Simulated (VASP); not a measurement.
MoS2: single point with PBEsol

Crystal: MoS2.

```
Mo S
1.0
     1.55491    0.89773    5.75687
    -1.55491    0.89773    5.75687
     0.00000   -1.79546    5.75687
Mo S
1 2
Direct
  0.00006 0.00006 0.00006
  0.42378 0.42378 0.42378
  0.24316 0.24316 0.24316
```

- Program: VASP 6.6.1
- Task: single point
- Functional: PBEsol
- Potentials or basis: VASP PAW PBE potentials, release 64 (Mo_sv, S)
- Cutoff: 520 eV
- k mesh: 10 × 10 × 10
- Occupations: fermi-dirac, width 0.05 eV
- Spin: no spin polarisation

* Pressure: 4.9 GPa
* Largest force: 0.011 eV/Å
* Band gap on the k mesh: 0.51 eV (least direct gap 1.97 eV)

Forces on the atoms (eV/Å):
```
Mo   0.000  0.000 -0.003
S    0.000  0.000 -0.008
S    0.000  0.000  0.011
```

Levels at points of the mesh, in eV from the valence-band top:
```tsv
k point	band 9	band 10	band 11	band 12	band 13	band 14	band 15	band 16	band 17	band 18
(0.00, 0.00, 0.00)	-3.62	-2.49	-2.49	-1.74	-0.91	1.79	1.79	2.35	2.35	5.50
(0.50, 0.00, 0.00)	-5.46	-4.36	-2.59	-1.86	-1.67	1.56	1.84	3.04	3.44	5.20
(0.50, 0.50, 0.00)	-5.08	-4.17	-3.51	-2.14	-1.61	1.47	2.05	2.80	3.95	5.91
(0.50, 0.50, 0.50)	-3.65	-3.65	-2.42	-2.42	0.00	1.97	1.97	2.09	2.09	5.50
```

It took 3.6 min on 1 thread of Intel(R) Xeon(R) Platinum 8488C (Sapphire Rapids), with other jobs on the host, peak memory 0.35 GiB.

Caveat: the cell stands under pressure; the PAW data sets were made with another functional, which shifts forces and pressure a little. A k mesh can miss the band edges.
